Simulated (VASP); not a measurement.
Input of a VASP 6.6.1 run:

Contents of INCAR:

```
PREC     = Accurate       # precision mode
ENCUT    = 520            # plane-wave cutoff, eV
EDIFF    = 1E-7           # SCF threshold, eV
ISMEAR   = 0              # smearing method
SIGMA    = 0.02           # smearing width, eV
LREAL    = F              # projectors in reciprocal space
LASPH    = T              # aspherical terms in the spheres
NELM     = 60             # most SCF steps
ALGO     = Normal         # electronic algorithm
ISIF     = 2              # what is computed and relaxed
LWAVE    = F              # write WAVECAR
LCHARG   = F              # write CHGCAR
GGA      = CA             # functional
NBANDS   = 26             # bands
```

KPOINTS

```
Automatic mesh
0
Gamma
  6 6 4
```

The input POSCAR:

```
CdS
1.0
    4.0747121055      0.0000000000      0.0000000000
   -2.0373560528      3.5288041965      0.0000000000
    0.0000000000      0.0000000000      6.6354238075
Cd S
2 2
Direct
    0.3333333333      0.6666666667     -0.0006409445
    0.6666666667      0.3333333333      0.4993590555
    0.3333333333      0.6666666667      0.3756409445
    0.6666666667      0.3333333333      0.8756409445
```

Potentials or basis: VASP PAW LDA potentials, release 64 (Cd, S).

Command:

```console
$ cat potpaw_LDA.64/Cd/POTCAR potpaw_LDA.64/S/POTCAR > POTCAR
$ mpirun -np 1 vasp_std > vasp.out
```

Problem. What does it give for the largest force?

Solution. 0.004 eV/Å.

Problem. Estimate the band gap on the k mesh.

Solution. 1.06 eV, direct.

Forces in eV/Å, atoms in the order of the input:
```
Cd   0.000  0.000  0.004
Cd   0.000  0.000  0.004
S    0.000  0.000 -0.004
S    0.000  0.000 -0.004
```

A hybrid or GW would open this gap; LDA tends to underestimate it.
